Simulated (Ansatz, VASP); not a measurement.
## CdTe in VASP and in Ansatz

INCAR

```
PREC     = Accurate       # precision mode
ENCUT    = 520            # plane-wave cutoff, eV
EDIFF    = 1E-8           # SCF threshold, eV
ISMEAR   = -1             # smearing method
SIGMA    = 0.08           # smearing width, eV
LREAL    = F              # projectors in reciprocal space
LASPH    = T              # aspherical terms in the spheres
NELM     = 60             # most SCF steps
ALGO     = Normal         # electronic algorithm
ISIF     = 2              # what is computed and relaxed
LWAVE    = F              # write WAVECAR
LCHARG   = F              # write CHGCAR
GGA      = PE             # functional
LEFG     = T            
NBANDS   = 16             # bands
```

Contents of KPOINTS:

```
regular mesh
0
Gamma
  9 9 9
```

File POSCAR:

```
CdTe
1.0
    0.0000000000      3.2375389054      3.1409000000
    3.2375389054      0.0000000000      3.1409000000
    3.2375389054      3.2375389054      0.0000000000
Cd Te
1 1
Direct
    0.0000000000      0.0000000000      0.0000000000
    0.7500000000      0.7500000000      0.7500000000
```

Input for Ansatz:

```yaml
crystal:
  lattice:
    - [0.0, 3.2375389054, 3.1409]
    - [3.2375389054, 0.0, 3.1409]
    - [3.2375389054, 3.2375389054, 0.0]
  atoms:
    - { symbol: Cd, position: [0.0, 0.0, 0.0] }
    - { symbol: Te, position: [0.75, 0.75, 0.75] }
kpoints:
  mp_grid: { grid: [9, 9, 9] }
scf:
  occupations: { method: fermi_dirac, width: 0.08 }
hamiltonian:
  xc: pbe
  pseudopotentials: { kind: paw }
output:
  forces: true
  stress: true
  eigenvalues: true
  efg: { contact_densities: true }
  write_density: true
  write_potential: true
  elf: true
  volumetric_format: npy
```

Change from the starting cell: z stretched by -2 % at fixed volume, PAW files.

Alike in both runs: task electric field gradients; functional PBE; k mesh 9 × 9 × 9; occupations fermi-dirac, width 0.08 eV; no spin polarisation.

|  | VASP | Ansatz |
| --- | --- | --- |
| version | VASP 6.6.1 | Ansatz 0.2.0 |
| potentials or method | VASP PAW PBE potentials, release 64 (Cd, Te) | PAW with Ansatz's default frozen-core files, scalar-relativistic |
| plane-wave cutoff (eV) | 520 | 420 |
| valence electrons in the cell | 18 | 36 |

```tsv
	VASP	Ansatz	Ansatz less VASP
pressure (GPa)	4.4	4.2	-0.15
traceless stress, the component that is largest in VASP (GPa)	0.24	0.24	+0.002
size of Vzz on the site where it differs most (V/Å²)	16.7	17.8	+1.13
```

The functional is the same, so the differences come from potentials, cutoffs and numerics. VASP's potentials hold 18 valence electrons a cell and Ansatz's 36, so a difference there can come from the potentials and not from the codes.

Neither program's run includes spin-orbit coupling.
